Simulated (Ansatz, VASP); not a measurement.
# Rh in VASP and in Ansatz

```
Rh
1.0
     0.00000    1.94416    1.94416
     1.94416    0.00000    1.94416
     1.94416    1.94416    0.00000
Rh
1
Direct
  0.00000 0.00000 0.00000
```

Alike in both runs: task single point; functional PBE; k mesh 13 × 13 × 13; no spin polarisation.

|  | VASP | Ansatz |
| --- | --- | --- |
| version | VASP 6.6.1 | Ansatz 0.2.0 |
| potentials or method | VASP PAW PBE potentials, release 64 (Rh_pv), cutoff 500 eV | plane waves, PAW |
| occupations | methfessel-paxton of order 1, width 0.05 eV | cold, width 0.05 eV |
| valence electrons in the cell | 15 | 17 |

Ansatz gave:

| Item | Value |
| --- | --- |
| pressure (GPa) | -10.4 |

Q: What did VASP give for the same quantities?

A: Pressure (GPa): -10.3.

VASP's potentials hold 15 valence electrons a cell and Ansatz's 17, so a difference there can come from the potentials and not from the codes.
